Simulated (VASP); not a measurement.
Here is a VASP 6.6.1 calculation.

The input POSCAR:

```
KCl
1.0
    3.4997960494      0.0000000000      0.0000000000
    0.0000000000      3.4997960494      0.0000000000
    0.0000000000      0.0000000000      3.4997960494
K Cl
1 1
Direct
    0.0000000000      0.0000000000      0.0000000000
    0.5000000000      0.5000000000      0.5000000000
```

Contents of INCAR.step1:

```
SYSTEM = KCl
ALGO = Normal
EDIFF = 1E-4
ENCUT = 520
GGA = PE
ISMEAR = 0
LASPH = .TRUE.
LCHARG = .FALSE.
LREAL = .FALSE.
LWAVE = .TRUE.
NBANDS = 15
NELM = 60
PREC = Accurate
SIGMA = 0.05
```

File INCAR.step2:

```
SYSTEM = KCl
ALGO = Normal
EDIFF = 1E-6
ENCUT = 520
ISIF = 2
ISMEAR = 0
ISTART = 1
LASPH = .TRUE.
LCHARG = .FALSE.
LMIXTAU = .TRUE.
LREAL = .FALSE.
LWAVE = .FALSE.
METAGGA = R2SCAN
NBANDS = 15
NELM = 60
PREC = Accurate
SIGMA = 0.05
```

File KPOINTS:

```
k-points
0
G
  6 6 6
  0 0 0
```

Potentials or basis: VASP PAW PBE potentials, release 64 (K_sv, Cl).

Launch:

```bash
$ cat potpaw_PBE.64/K_sv/POTCAR potpaw_PBE.64/Cl/POTCAR > POTCAR
$ cp INCAR.step1 INCAR
$ mpirun -np 1 vasp_std > vasp.out
$ cp INCAR.step2 INCAR
$ mpirun -np 1 vasp_std > vasp.out
```

(1) Estimate the pressure.

(2) Predict the band gap on the k mesh.

Results:

(1) 8.9 GPa.

(2) 6.70 eV (least direct gap 6.90 eV).

Caveat: the cell stands under pressure; the PAW data sets were made with another functional, which shifts forces and pressure a little.
